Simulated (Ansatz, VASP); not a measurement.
## Pd: VASP beside Ansatz

The input INCAR:

```
SYSTEM = Pd
ALGO     = Normal         ! electronic algorithm
EDIFF    = 1E-6           ! SCF threshold, eV
ENCUT    = 520            ! plane-wave cutoff, eV
GGA      = PS             ! functional
ISIF     = 2              ! what is computed and relaxed
ISMEAR   = -1             ! smearing method
LASPH    = .TRUE.         ! aspherical terms in the spheres
LCHARG   = .FALSE.        ! write CHGCAR
LREAL    = .FALSE.        ! projectors in reciprocal space
LWAVE    = .FALSE.        ! write WAVECAR
NBANDS   = 17             ! bands
NELM     = 60             ! most SCF steps
PREC     = Accurate       ! precision mode
SIGMA    = 0.1            ! smearing width, eV
```

KPOINTS

```
k-points
0
G
  11 11 11
  0 0 0
```

POSCAR

```
Pd
1.0
    0.0000000000      2.7663004191      2.7663004191
    2.7663004191      0.0000000000      2.7663004191
    2.7663004191      2.7663004191      0.0000000000
Pd
2
Direct
    0.1250000000      0.1250000000      0.1250000000
    0.8750000000      0.8750000000      0.8750000000
```

Input for Ansatz:

```yaml
crystal:
  lattice:
    - [0.0, 2.7663004191, 2.7663004191]
    - [2.7663004191, 0.0, 2.7663004191]
    - [2.7663004191, 2.7663004191, 0.0]
  atoms:
    - { symbol: Pd, position: [0.125, 0.125, 0.125] }
    - { symbol: Pd, position: [0.875, 0.875, 0.875] }
hamiltonian:
  xc: pbesol
  pseudopotentials:
    kind: paw
    azcp:
      Pd: "pseudopotentials/Pd.paw.azcp"
basis:
  ecutwfc: 420
  fft_grid_basis: typed
kpoints:
  mp_grid: { grid: [11, 11, 11], shift: [0, 0, 0] }
magnetization:
  spin_polarized: false
scf:
  occupations: { method: fermi_dirac, width: 0.1 }
  lower_state_search: "off"
output:
  stress: true
  write_density: true
  write_potential: true
  elf: true
  volumetric_format: npy
```

Alike in both runs: task single point; functional PBEsol; k mesh 11 × 11 × 11; occupations fermi-dirac, width 0.1 eV; no spin polarisation.

```csv
,VASP,Ansatz
version,VASP 6.6.1,Ansatz 0.2.0
potentials or method,"VASP PAW PBE potentials, release 64 (Pd), cutoff 520 eV","plane waves (420 eV) with PAW, scalar-relativistic"
valence electrons in the cell,20,36
```

VASP gave:

- pressure (GPa): 7.9

**Question.** Which values does Ansatz return?

**Answer.** Pressure (GPa): 8.6.

VASP's potentials were made for PBE, not for PBEsol, and Ansatz warns of the same on its side. VASP's potentials hold 20 valence electrons a cell and Ansatz's 36, so a difference there can come from the potentials and not from the codes.
